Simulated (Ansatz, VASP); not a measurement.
Given: the input of a run of Ansatz 0.2.0 on CoO.

The input input.yaml:

```yaml
crystal:
  lattice:
    - [-1.508, 1.508, 2.1072475377]
    - [1.508, -1.508, 2.1072475377]
    - [1.508, 1.508, -2.1072475377]
  atoms:
    - { symbol: Co, position: [0.0, 0.0, 0.0], spin: 2.0 }
    - { symbol: O, position: [0.5, 0.5, 0.0] }
kpoints:
  mp_grid: { grid: [12, 12, 12] }
scf:
  occupations: { method: gaussian, width: 0.1 }
hamiltonian:
  xc: pbesol
  pseudopotentials: { kind: all_electron, lapw: { basis_error: 0.001 } }
magnetization:
  spin_polarized: true
output:
  forces: true
  stress: true
  eigenvalues: true
```

Potentials or basis: all-electron LAPW, scalar-relativistic.

Launch:

```console
$ ansatz run input.yaml --threads 2 --pin off --max-ram 6144MiB --backend cpu --events-out ev --progress --plain --runs-dir out
```

Q: Set up the same calculation for VASP 6.6.1. Potentials there: VASP PAW PBE potentials, release 64 (Co, O).

A: As run (the cutoff follows the program's own potentials):

Contents of INCAR:

```
SYSTEM = CoO
  PREC = Accurate
  ENCUT = 520
  EDIFF = 1E-6
  ISMEAR = 0
  SIGMA = 0.1
  LREAL = .FALSE.
  LASPH = .TRUE.
  NELM = 150
  ALGO = Normal
  ISIF = 2
  LWAVE = .FALSE.
  LCHARG = .FALSE.
  ISPIN = 2
  MAGMOM = 2 0
  LORBIT = 11
  LMAXMIX = 4
  GGA = PS
  NBANDS = 18
```

File KPOINTS:

```
regular mesh
0
G
  12 12 12
  0 0 0
```

POSCAR

```
CoO
1.0
   -1.5080000000      1.5080000000      2.1072475377
    1.5080000000     -1.5080000000      2.1072475377
    1.5080000000      1.5080000000     -2.1072475377
Co O
1 1
Direct
    0.0000000000      0.0000000000      0.0000000000
    0.5000000000      0.5000000000      0.0000000000
```

Potentials or basis: VASP PAW PBE potentials, release 64 (Co, O).

Run with:

```sh
$ cat potpaw_PBE.64/Co/POTCAR potpaw_PBE.64/O/POTCAR > POTCAR
$ mpirun -np 1 vasp_std > vasp.out
```

Both were run:

|  | VASP | Ansatz | Ansatz less VASP |
| --- | --- | --- | --- |
| gap on the k mesh at the Fermi level (eV) | none | none | - |
| pressure (GPa) | -9.8 | -9.1 | +0.65 |
| traceless stress, the component that is largest in VASP (GPa) | 0.18 | 0.19 | +0.008 |
| net moment per atom (μB) | 1.47 | 1.48 | +0.010 |
| size of the moment on the site where the two differ most (μB) | 2.56 | 2.59 | +0.029 |

VASP's potentials were made for PBE, not for PBEsol. Site moments also hang on the region over which each program counts them. A gap of «none» marks a metal or a gap that the smearing closes. Ansatz ran all-electron here, and VASP with PAW potentials.
